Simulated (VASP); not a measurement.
# NaCl: electric field gradients with PBEsol

NaCl:

```
Na Cl
1.0
     2.83111    0.00000    0.00000
     0.00000    2.83111    0.00000
     0.00000    0.00000    2.83111
Na Cl
1 1
Direct
  0.00000 0.00000 0.00000
  0.50000 0.50000 0.50000
```

This cell differs from its parent crystal: volume scaled by 0.97.

```json
{
  "Program": "VASP 6.6.1",
  "Task": "electric field gradients",
  "Functional": "PBEsol",
  "Potentials or basis": "VASP PAW PBE potentials, release 64 (Na_pv, Cl)",
  "Cutoff": "400 eV",
  "k mesh": "8 × 8 × 8",
  "Occupations": "fermi-dirac, width 0.02 eV",
  "Spin": "no spin polarisation",
  "Dipole correction": "no",
  "Further INCAR settings": "ALGO = Normal; EDIFF = 1e-08; NBANDS = 14"
}
```

```
Pressure               : 67.6 GPa
Band gap on the k mesh : 4.07 eV, direct
```

Levels at points of the mesh, in eV from the valence-band top:
```tsv
k point	band 4	band 5	band 6	band 7	band 8	band 9	band 10	band 11
(0.00, 0.00, 0.00)	-17.29	-1.34	-1.34	-1.34	6.31	6.31	7.46	17.92
(0.50, 0.00, 0.00)	-15.48	-7.28	-0.84	-0.84	9.03	9.22	12.67	12.67
(0.50, 0.50, 0.00)	-14.72	-5.63	-5.63	0.00	4.07	10.63	12.68	12.68
(0.50, 0.50, 0.50)	-13.40	-5.06	-5.06	-5.06	6.05	6.05	6.05	17.21
```

It took 3.5 s on 1 thread of Intel(R) Xeon(R) 6975P-C (Granite Rapids) (shared host), peak memory 0.11 GiB.

Caveat: without QUAD_EFG the Cq values of the log hold for a quadrupole moment of 1 mb, not for the nuclei; the PAW data sets were made with another functional, which shifts forces and pressure a little. A k mesh can miss the band edges.
